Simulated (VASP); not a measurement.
## AlSi4NO8: single point with PBE

The system is AlSi4NO8.

```
Si O Al N
1.0
     5.75721   -0.10848    0.03555
    -0.10848    5.90471   -0.07680
     0.03555   -0.07680    5.97479
Si O Al N
4 8 1 1
Direct
  0.19364 0.48178 0.39846
  0.59639 0.40869 0.05144
  0.11058 0.13860 0.03858
  0.34606 0.74063 0.79500
  0.12835 0.88815 0.91246
  0.58186 0.62512 0.87504
  0.97390 0.63063 0.31612
  0.35114 0.24847 0.94486
  0.10521 0.23808 0.29057
  0.83916 0.24068 0.00710
  0.47688 0.86362 0.57702
  0.14746 0.54176 0.68178
  0.70922 0.70335 0.46537
  0.48656 0.49151 0.30962
```

```yaml
Program: VASP 6.6.1
Task: single point
Functional: PBE
Potentials_or_basis: VASP PAW PBE potentials, release 64 (Si, O, Al, N)
Cutoff: 520 eV
k_mesh: 1 × 1 × 1, shifted
Occupations: fermi-dirac, width 0.1379 eV
Spin: no spin polarisation
```

```
Pressure      : -6.2 GPa
Largest force : 4.201 eV/Å
```

Forces on the atoms (eV/Å):
```
Si   0.149  0.034  1.198
Si  -0.852 -3.291 -0.565
Si  -1.280  1.512 -0.707
Si  -2.852  0.488 -3.045
O    0.672 -0.506  0.971
O    1.368 -0.872  1.380
O   -1.555  1.754  0.507
O    2.925  1.157  0.012
O    0.636 -1.749  2.941
O   -2.349  1.022 -1.211
O    0.640  0.480  0.376
O    2.096  0.138 -1.269
Al  -0.973 -1.531 -1.137
N    1.376  1.363  0.548
```

Stress tensor (GPa, compression positive):
```
-18.32   5.38   6.19
  5.38  -1.35  -5.56
  6.19  -5.56   1.08
```

Levels at points of the mesh, in eV from the Fermi level:
```tsv
k point	band 32	band 33	band 34	band 35	band 36	band 37	band 38	band 39	band 40	band 41
(0.25, 0.25, 0.25)	-2.94	-2.71	-2.47	-2.20	-1.85	1.84	3.13	3.77	4.21	4.93
```

Run time: 12 s on 1 thread of Intel(R) Xeon(R) 6975P-C (Granite Rapids), on a shared host, peak memory 0.32 GiB.

Caveat: the atoms stand as in a frame of molecular dynamics.
